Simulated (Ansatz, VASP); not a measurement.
## Sr in VASP and in Ansatz

File INCAR:

```
PREC = Accurate ; ENCUT = 520
EDIFF = 1E-6 ; ISMEAR = -1
SIGMA = 0.08 ; LREAL = F
LASPH = T ; NELM = 150
ALGO = Normal ; ISIF = 2
LWAVE = F ; LCHARG = T
MAGMOM = 0 0 0 ; LORBIT = 11
LSORBIT = T ; GGA_COMPAT = F
LORBMOM = T ; GGA = PE
LVHAR = T ; NBANDS = 21
```

Contents of KPOINTS:

```
Automatic mesh
0
Gamma
  10 10 10
```

POSCAR

```
Sr
1.0
    0.0000000000      3.0423500000      3.0423500000
    3.0423500000      0.0000000000      3.0423500000
    3.0423500000      3.0423500000      0.0000000000
Sr
1
Direct
    0.0000000000      0.0000000000      0.0000000000
```

Input for Ansatz:

```yaml
crystal:
  lattice:
    - [0.0, 3.04235, 3.04235]
    - [3.04235, 0.0, 3.04235]
    - [3.04235, 3.04235, 0.0]
  atoms:
    - { symbol: Sr, position: [0.0, 0.0, 0.0] }
kpoints:
  mp_grid: { grid: [10, 10, 10] }
  band_path:
    path:
      - [0.0, 0.0, 0.0]
      - [0.5, 0.0, 0.5]
      - [0.625, 0.25, 0.625]
      - [0.375, 0.375, 0.75]
      - [0.0, 0.0, 0.0]
      - [0.5, 0.5, 0.5]
      - [0.5, 0.25, 0.75]
      - [0.5, 0.0, 0.5]
    npoints: 5
scf:
  occupations: { method: fermi_dirac, width: 0.08 }
hamiltonian:
  xc: pbe
  pseudopotentials: { kind: all_electron, lapw: { basis_error: 0.0005 } }
output:
  forces: true
  stress: true
  eigenvalues: true
magnetization:
  noncollinear: true
  spin_orbit: true
```

Alike in both runs: task single point; functional PBE; k mesh 10 × 10 × 10; occupations fermi-dirac, width 0.08 eV; non-collinear spin, spin-orbit coupling.

|  | VASP | Ansatz |
| --- | --- | --- |
| version | VASP 6.6.1 | Ansatz 0.2.0 |
| potentials or method | VASP PAW PBE potentials, release 64 (Sr_sv), cutoff 520 eV | all-electron LAPW |

|  | VASP | Ansatz | Ansatz less VASP |
| --- | --- | --- | --- |
| pressure (GPa) | -0.3 | -0.3 | 0.00 |
| net moment per atom (μB) | 0.00 | 0.00 | 0.000 |

Ansatz ran all-electron here, and VASP with PAW potentials.
